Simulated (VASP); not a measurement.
AlN, 2 atoms in the cell. Symmetry: Fm-3m, No. 225, cubic system. The conventional cell has a = 4.091 Å, b = 4.091 Å, c = 4.091 Å, α = 90.00°, β = 90.00°, γ = 90.00°. Within 2.7 Å of Al (site symmetry m-3m) lie 6 N at 2.05 Å. Within 2.7 Å of N (site symmetry m-3m) lie 6 Al at 2.05 Å.  This cell differs from its parent crystal: functional r2SCAN, strained.

- Program: VASP 6.6.1
- Task: single point
- Functional: r2SCAN
- Potentials or basis: VASP PAW PBE potentials, release 64 (Al, N)
- Cutoff: 520 eV
- k mesh: 10 × 10 × 10
- Occupations: gaussian, width 0.02 eV
- Spin: no spin polarisation
- Dipole correction: no
- Further INCAR settings: ALGO = Normal; EDIFF = 1e-06; NBANDS = 11

Potentials or basis: VASP PAW PBE potentials, release 64 (Al, N).

Command:

```bash
$ cat potpaw_PBE.64/Al/POTCAR potpaw_PBE.64/N/POTCAR > POTCAR
$ cp INCAR.step1 INCAR
$ mpirun -np 1 vasp_std > vasp.out
$ cp INCAR.step2 INCAR
$ mpirun -np 1 vasp_std > vasp.out
```

Hardware: 1 thread of Intel Xeon 6975P-C (shared host).

Question: Estimate the wall time of this run.

Answer: Run time: 14 s on 1 thread of Intel Xeon 6975P-C, on a shared host, peak memory 0.14 GiB. Counts: k points 47.
